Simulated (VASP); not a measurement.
Set up this calculation in VASP 6.6.1, as the native input.

- Task: single point
- Functional: LDA
- Potentials or basis: VASP PAW LDA potentials, release 64 (Fe, S)
- Cutoff: 600 eV
- k mesh: 6 × 4 × 8
- Occupations: fermi-dirac, width 0.02 eV
- Spin: no spin polarisation
- Dipole correction: no
- Further INCAR settings: ALGO = Normal; EDIFF = 1e-06; NBANDS = 29

The structure of FeS2 lies in POSCAR:

```
FeS2
1.0
    4.3349667597      0.0000000000      0.0000000000
    0.0000000000      5.2944196261      0.0000000000
    0.0000000000      0.0000000000      3.3197438578
Fe S
2 4
Direct
    0.5000000000      0.5000000000      0.5000000000
    0.0000000000      0.0000000000      0.0000000000
    0.2922334536      0.8739085738      0.5000000000
    0.7077665464      0.1260914262      0.5000000000
    0.2077665464      0.3739085738      0.0000000000
    0.7922334536      0.6260914262      0.0000000000
```

One way to write it, as run:

INCAR

```
SYSTEM = FeS2
  PREC = Accurate
  ENCUT = 600
  EDIFF = 1E-6
  ISMEAR = -1
  SIGMA = 0.02
  LREAL = .False.
  LASPH = .True.
  NELM = 120
  ALGO = Normal
  ISIF = 2
  LWAVE = .False.
  LCHARG = .True.
  LELF = .True.
  LVHAR = .True.
  NBANDS = 29
  GGA_COMPAT = .False.
```

KPOINTS

```
Automatic mesh
0
Gamma
  6 4 8
  0 0 0
```

Potentials or basis: VASP PAW LDA potentials, release 64 (Fe, S).

The run is started by

```console
$ cat potpaw_LDA.64/Fe/POTCAR potpaw_LDA.64/S/POTCAR > POTCAR
$ mpirun -np 1 vasp_std > vasp.out
```

It gave:

| Item | Value |
| --- | --- |
| Pressure | 0.4 GPa |
| Largest force | 0.061 eV/Å |
| Band gap on the k mesh | 0.94 eV (least direct gap 1.30 eV) |

Wall time 2.9 min on 1 thread of Oxide Virtual Turin-like Processor (shared host), peak memory 0.22 GiB.
